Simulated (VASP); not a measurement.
Crystal: Pt2S.

```
CELL_PARAMETERS angstrom
-1.71663 1.71663 4.21111
1.71663 -1.71663 4.21111
1.71663 1.71663 -4.21111
ATOMIC_POSITIONS crystal
Pt 0.66500 0.66500 0.00000
Pt 0.33500 0.33500 0.00000
S 0.00000 0.00000 0.00000
```

| Item | Value |
| --- | --- |
| Program | VASP 6.6.1 |
| Task | relaxation of cell and atoms |
| Functional | PBE |
| Potentials or basis | VASP PAW PBE potentials, release 64 (Pt, S) |
| Cutoff | 600 eV |
| k mesh | 8 × 8 × 8 |
| Occupations | gaussian, width 0.1 eV |
| Spin | no spin polarisation |

At the start: pressure -9.3 GPa; volume 16.55 Å³/atom.

Problem. How do energy, volume and symmetry change on relaxing?

Solution. Over 17 steps the energy falls by 159.5 meV/atom and the volume is 15.23 Å³/atom (-7.9 %); space group I4/mmm (No. 139, to 0.1 Å) before and after.

The path:
| step | energy change (eV) | largest force (eV/Å) | pressure (GPa) | volume (Å³) |
| --- | --- | --- | --- | --- |
| 1 | 0.0000 | 0.1782 | -9.27 | 49.64 |
| 2 | 0.0544 | 0.7342 | 17.35 | 43.06 |
| 3 | -0.1077 | 0.1548 | 0.61 | 46.48 |
| 4 | -0.1473 | 0.4518 | 0.64 | 46.33 |
| 5 | -0.2751 | 0.7563 | 1.96 | 45.73 |
| 6 | -0.4000 | 0.6865 | 9.46 | 43.87 |
| 7 | -0.4123 | 0.6107 | 8.58 | 44.03 |
| 8 | -0.4345 | 0.3903 | 6.03 | 44.50 |
| 9 | -0.4138 | 0.0015 | 1.90 | 45.38 |
| 10 | -0.4375 | 0.2683 | 4.77 | 44.75 |
| 11 | -0.4446 | 0.2766 | 4.11 | 44.89 |
| 12 | -0.4601 | 0.2983 | 2.24 | 45.29 |
| 13 | -0.4679 | 0.3242 | -1.15 | 46.09 |
| 14 | -0.4686 | 0.3206 | -0.46 | 45.91 |
| 15 | -0.4705 | 0.2907 | -0.40 | 45.89 |
| 16 | -0.4750 | 0.1986 | -0.28 | 45.83 |
| 17 | -0.4786 | 0.0083 | 0.14 | 45.70 |

Final structure:
```
Pt S
1.0
    -1.51524    1.51524    4.97580
     1.51524   -1.51524    4.97580
     1.51524    1.51524   -4.97580
Pt S
2 1
Direct
  0.65436 0.65436 0.00000
  0.34564 0.34564 0.00000
  0.00000 0.00000 0.00000
```
